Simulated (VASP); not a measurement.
# Si (Fd-3m) in VASP: single point with LDA

Aim: the single point of Si with LDA.

All numbers are computed with VASP 6.6.1; they aren't measurements. Logs are shortened: lines on timing, memory, paths and dates and some standing lists are left out, and cuts for length are marked.

## (1) The cell of the first run

It takes space group Fd-3m (No. 227, cubic). Conventional cell: a = 5.433 Å, b = 5.433 Å, c = 5.433 Å, α = 90.00°, β = 90.00°, γ = 90.00°. Within 3.1 Å of Si (site symmetry -43m) lie 4 Si at 2.35 Å.

## (2) Single point, LDA

INCAR reads:

```
SYSTEM = Si
PREC = Accurate
ENCUT = 500
EDIFF = 1E-6
ISMEAR = -1
SIGMA = 0.05
LREAL = Auto
LASPH = .True.
NELM = 120
ALGO = Normal
ISIF = 2
LWAVE = .False.
LCHARG = .False.
GGA = CA
ISYM = 0
NBANDS = 166
GGA_COMPAT = .False.
```

KPOINTS reads:

```
Automatic mesh
0
Gamma
  1 1 1
  0.25 0.25 0.25
```

POSCAR reads:

```
Si
1.0
   10.8655790000      0.0000000000      0.0000000000
    0.0000000000     10.8655790000      0.0000000000
    0.0000000000      0.0000000000     10.8655790000
Si
64
Direct
    0.0000000000      0.0000000000      0.0000000000
    0.0000000000      0.0000000000      0.5000000000
    0.0000000000      0.5000000000      0.0000000000
    0.0000000000      0.5000000000      0.5000000000
    0.5000000000      0.0000000000      0.0000000000
    0.5000000000      0.0000000000      0.5000000000
    0.5000000000      0.5000000000      0.0000000000
    0.5000000000      0.5000000000      0.5000000000
    0.1250000000      0.1250000000      0.1250000000
    0.1250000000      0.1250000000      0.6250000000
    0.1250000000      0.6250000000      0.1250000000
    0.1250000000      0.6250000000      0.6250000000
    0.6250000000      0.1250000000      0.1250000000
    0.6250000000      0.1250000000      0.6250000000
    0.6250000000      0.6250000000      0.1250000000
    0.6250000000      0.6250000000      0.6250000000
    0.2500000000      0.2500000000      0.0000000000
    0.2500000000      0.2500000000      0.5000000000
    0.2500000000      0.7500000000      0.0000000000
    0.2500000000      0.7500000000      0.5000000000
    0.7500000000      0.2500000000      0.0000000000
    0.7500000000      0.2500000000      0.5000000000
    0.7500000000      0.7500000000      0.0000000000
    0.7500000000      0.7500000000      0.5000000000
    0.3750000000      0.3750000000      0.1250000000
    0.3750000000      0.3750000000      0.6250000000
    0.3750000000      0.8750000000      0.1250000000
    0.3750000000      0.8750000000      0.6250000000
    0.8750000000      0.3750000000      0.1250000000
    0.8750000000      0.3750000000      0.6250000000
    0.8750000000      0.8750000000      0.1250000000
    0.8750000000      0.8750000000      0.6250000000
    0.2500000000      0.0000000000      0.2500000000
    0.2500000000      0.0000000000      0.7500000000
    0.2500000000      0.5000000000      0.2500000000
    0.2500000000      0.5000000000      0.7500000000
    0.7500000000      0.0000000000      0.2500000000
    0.7500000000      0.0000000000      0.7500000000
    0.7500000000      0.5000000000      0.2500000000
    0.7500000000      0.5000000000      0.7500000000
    0.3750000000      0.1250000000      0.3750000000
    0.3750000000      0.1250000000      0.8750000000
    0.3750000000      0.6250000000      0.3750000000
    0.3750000000      0.6250000000      0.8750000000
    0.8750000000      0.1250000000      0.3750000000
    0.8750000000      0.1250000000      0.8750000000
    0.8750000000      0.6250000000      0.3750000000
    0.8750000000      0.6250000000      0.8750000000
    0.0000000000      0.2500000000      0.2500000000
    0.0000000000      0.2500000000      0.7500000000
    0.0000000000      0.7500000000      0.2500000000
    0.0000000000      0.7500000000      0.7500000000
    0.5000000000      0.2500000000      0.2500000000
    0.5000000000      0.2500000000      0.7500000000
    0.5000000000      0.7500000000      0.2500000000
    0.5000000000      0.7500000000      0.7500000000
    0.1250000000      0.3750000000      0.3750000000
    0.1250000000      0.3750000000      0.8750000000
    0.1250000000      0.8750000000      0.3750000000
    0.1250000000      0.8750000000      0.8750000000
    0.6250000000      0.3750000000      0.3750000000
    0.6250000000      0.3750000000      0.8750000000
    0.6250000000      0.8750000000      0.3750000000
    0.6250000000      0.8750000000      0.8750000000
```

Potentials or basis: VASP PAW LDA potentials, release 64 (Si).

On the command line:

```bash
$ cat potpaw_LDA.64/Si/POTCAR > POTCAR
$ mpirun -np 1 vasp_std > vasp.out
```

OUTCAR:

```text
SYSTEM = Si
   PREC = Accurate
   ENCUT = 500
   EDIFF = 1E-6
   ISMEAR = -1
   LREAL = Auto
   LASPH = .True.
   NELM = 120
   ISIF = 2
   GGA = CA
   ISYM = 0

 ion  position               nearest neighbor table
   1  0.000  0.000  0.000-   9 2.35  31 2.35  46 2.35  60 2.35
   2  0.000  0.000  0.500-  10 2.35  32 2.35  45 2.35  59 2.35
   3  0.000  0.500  0.000-  11 2.35  29 2.35  48 2.35  58 2.35
   4  0.000  0.500  0.500-  12 2.35  30 2.35  47 2.35  57 2.35
   5  0.500  0.000  0.000-  13 2.35  27 2.35  42 2.35  64 2.35
   6  0.500  0.000  0.500-  14 2.35  28 2.35  41 2.35  63 2.35
[... 56 lines left out ...]
  63  0.625  0.875  0.375-   6 2.35  24 2.35  37 2.35  55 2.35
  64  0.625  0.875  0.875-   5 2.35  23 2.35  38 2.35  56 2.35

IMPORTANT INFORMATION: All symmetrisations will be switched off!
NOSYMM: (Re-)initialisation of all symmetry stuff for point group C_1.

----------------------------------------------------------------------------------------

                                     Primitive cell

  volume of cell :    1282.7990

  direct lattice vectors                    reciprocal lattice vectors
    10.865579000  0.000000000  0.000000000     0.092033752  0.000000000  0.000000000
     0.000000000 10.865579000  0.000000000     0.000000000  0.092033752  0.000000000
     0.000000000  0.000000000 10.865579000     0.000000000  0.000000000  0.092033752

  length of vectors
    10.865579000 10.865579000 10.865579000     0.092033752  0.092033752  0.092033752

  position of ions in fractional coordinates (direct lattice)
     0.000000000  0.000000000  0.000000000
     0.000000000  0.000000000  0.500000000
     0.000000000  0.500000000  0.000000000
     0.000000000  0.500000000  0.500000000
     0.500000000  0.000000000  0.000000000
     0.500000000  0.000000000  0.500000000
[... 56 lines left out ...]
     0.625000000  0.875000000  0.375000000
     0.625000000  0.875000000  0.875000000

  ion indices of the primitive-cell ions
   primitive index   ion index
                 1           1
                 2           2
                 3           3
                 4           4
                 5           5
                 6           6
[... 56 lines left out ...]
                63          63
                64          64

----------------------------------------------------------------------------------------

 KPOINTS: Automatic mesh

Automatic generation of k-mesh.
 Grid dimensions read from file:
 generate k-points for:    1    1    1

 Generating k-lattice:
[... 44 lines left out ...]
   NSW    =      0    number of steps for IOM
   IBRION =     -1    ionic relax: 0-MD 1-quasi-New 2-CG
   NFREE  =      0    steps in history (QN), initial steepest desc. (CG)
   ISIF   =      2    stress and relaxation
   ISYM   =      0    0-nonsym 1-usesym 2-fastsym
   POTIM  = 0.5000    time-step for ionic-motion
   TEBEG  =    0.0;   TEEND  =   0.0 temperature during run
   PSTRESS=    0.0 pullay stress
   NELECT =     256.0000    total number of electrons
   NUPDOWN=      -1.0000    fix difference up-down
   EMIN   =  10.00;   EMAX   =-10.00  energy-range for DOS
   EFERMI =   0.00;   METHOD = LEGACY
   ISMEAR =    -1;   SIGMA  =   0.05  broadening in eV -4-tet -1-fermi 0-gaus
   EFERMI_NEDOS =   21; number of points for ismear=-14 and -15
   IALGO  =     38    algorithm
   IMIX   =      4    mixing-type and parameters
     AMIX     =   0.40;   BMIX     =  1.00
     AMIX_MAG =   1.60;   BMIX_MAG =  1.00
  volume/ion in A,a.u.               =      20.04       135.26
  Fermi-wavevector in a.u.,A,eV,Ry     =   0.956684  1.807871 12.452660  0.915245
  Thomas-Fermi vector in A             =   2.085634
   LORBIT       =      0    0 simple, 1 ext, 2 COOP (PROOUT), +10 PAW based schemes
   GGA     = CA    functional components
   LHFCALC =     F    Hartree Fock is set to
   AEXX    =    0.0000 exact exchange contribution
   IVDW    =     0    specifies the selected vdW correction
   LEPSILON=     F    determine dielectric tensor
   LRPA    =     F    only Hartree local field effects (RPA)
 non-spin polarized calculation
  energy-cutoff  :      500.00
  volume of cell :     1282.80
 maximum number of plane-waves:     32531
   NGX = 39   NGY = 39   NGZ = 39

 number of electron     256.0000032 magnetization

 Free energy of the ion-electron system (eV)
  ---------------------------------------------------
  ext. energy  EPLUGINS =         0.00000000
  ---------------------------------------------------
  free energy    TOTEN  =      -381.27083471 eV

  energy without entropy =     -381.27071940  energy(sigma->0) =     -381.27077706

 E-fermi :   6.0008     XC(G=0):  -9.6010

 val. band max:        5.4697407578   @ k =  -0.2500   0.2500   0.2500
 cond. band min:       6.5522047378   @ k =   0.2500  -0.2500   0.2500
 fundamental gap:      1.0824639801
 Fermi energy:         6.0008363415

 k-point     1 :       0.2500    0.2500    0.2500
  band No.  band energies     occupation
      1      -5.9870      2.00000
      2      -5.4498      2.00000
      3      -5.4498      2.00000
      4      -5.4498      2.00000
      5      -4.9411      2.00000
      6      -4.9411      2.00000
[... 561 lines left out ...]
    139       7.6341      0.00000
    140       7.6341      0.00000
 [bands above 140 left out]

------------------------ aborting loop because EDIFF is reached ----------------------------------------

  FORCE on cell =-STRESS in cart. coord.  units (eV):
  Direction    XX          YY          ZZ          XY          YZ          ZX
  --------------------------------------------------------------------------------------
  -------------------------------------------------------------------------------------
  Total      -12.5127374    -12.5127362    -12.5127288     -0.0000534     -0.0001643     -0.0000188
  in kB      -15.6280320    -15.6280305    -15.6280212     -0.0000668     -0.0002053     -0.0000235
  external PRESSURE =     -15.6280279 kB  Pullay stress =       0.0000000 kB

 VOLUME and BASIS-vectors are now :
 -----------------------------------------------------------------------------
  energy-cutoff  :      500.00
  volume of cell :     1282.80
      direct lattice vectors                 reciprocal lattice vectors
    10.865579000  0.000000000  0.000000000     0.092033752  0.000000000  0.000000000
     0.000000000 10.865579000  0.000000000     0.000000000  0.092033752  0.000000000
     0.000000000  0.000000000 10.865579000     0.000000000  0.000000000  0.092033752

 POSITION                                       TOTAL-FORCE (eV/Angst)
 -----------------------------------------------------------------------------------
      0.00000      0.00000      0.00000        -0.000003      0.000008     -0.000004
      0.00000      0.00000      5.43279        -0.000001      0.000002     -0.000002
      0.00000      5.43279      0.00000         0.000006     -0.000003      0.000012
      0.00000      5.43279      5.43279        -0.000002     -0.000009      0.000001
      5.43279      0.00000      0.00000         0.000001     -0.000001     -0.000008
      5.43279      0.00000      5.43279         0.000001      0.000002      0.000009
[... 56 lines left out ...]
      6.79099      9.50738      4.07459         0.000006     -0.000002     -0.000004
      6.79099      9.50738      9.50738        -0.000011      0.000006     -0.000008
 -----------------------------------------------------------------------------------
    total drift:                               -0.000002      0.000003      0.000012

  FREE ENERGIE OF THE ION-ELECTRON SYSTEM (eV)
  ---------------------------------------------------
  free  energy   TOTEN  =      -381.2708347113 eV

  energy  without entropy=     -381.2707194007  energy(sigma->0) =     -381.27077706
```

Run time: 31 min. Hardware: 1 thread of Intel Xeon 8259CL, shared host; peak memory 0.96 GiB.

Results:

```
Free energy            : -381.2708 eV
Pressure               : -1.6 GPa
Band gap on the k mesh : 1.08 eV
```

Caveat: a shifted mesh leaves out Γ, where band edges can lie.
